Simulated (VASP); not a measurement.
Write the native input for VASP 6.6.1 that does the following.

```yaml
Task: single point
Functional: PBE
Potentials_or_basis: VASP PAW PBE potentials, release 64 (Mg, S)
Cutoff: 520 eV
k_mesh: 16 × 16 × 16
Occupations: gaussian, width 0.1 eV
Spin: no spin polarisation
Dipole_correction: no
Further_INCAR_settings: ALGO = Normal; EDIFF = 1e-07; NBANDS = 11
```

The structure of MgS lies in POSCAR:

```
MgS
1.0
    3.2751755363      0.0000000000      0.0000000000
    0.0000000000      3.2751755363      0.0000000000
    0.0000000000      0.0000000000      3.2751755363
Mg S
1 1
Direct
    0.0000000000      0.0000000000      0.0000000000
    0.5000000000      0.5000000000      0.5000000000
```

The input as run:

INCAR

```
PREC     = Accurate       # precision mode
ENCUT    = 520            # plane-wave cutoff, eV
EDIFF    = 1E-7           # SCF threshold, eV
ISMEAR   = 0              # smearing method
SIGMA    = 0.1            # smearing width, eV
LREAL    = False          # projectors in reciprocal space
LASPH    = True           # aspherical terms in the spheres
NELM     = 80             # most SCF steps
ALGO     = Normal         # electronic algorithm
ISIF     = 2              # what is computed and relaxed
LWAVE    = False          # write WAVECAR
LCHARG   = True           # write CHGCAR
GGA      = PE             # functional
LELF     = True           # ELF
LVHAR    = True         
NBANDS   = 11             # bands
```

KPOINTS

```
regular mesh
0
Gamma
  16 16 16
```

Potentials or basis: VASP PAW PBE potentials, release 64 (Mg, S).

Run with:

```bash
$ cat potpaw_PBE.64/Mg/POTCAR potpaw_PBE.64/S/POTCAR > POTCAR
$ mpirun -np 1 vasp_std > vasp.out
```

Results of the run:

```json
{
  "Pressure": "-0.3 GPa",
  "Band gap on the k mesh": "zero (band 4 reaches 5.36 eV, above the bottom of band 5 at 5.13 eV)"
}
```

Wall time 22 s on 1 thread of Intel(R) Xeon(R) Platinum 8488C (Sapphire Rapids), with other jobs on the host, peak memory 0.19 GiB.
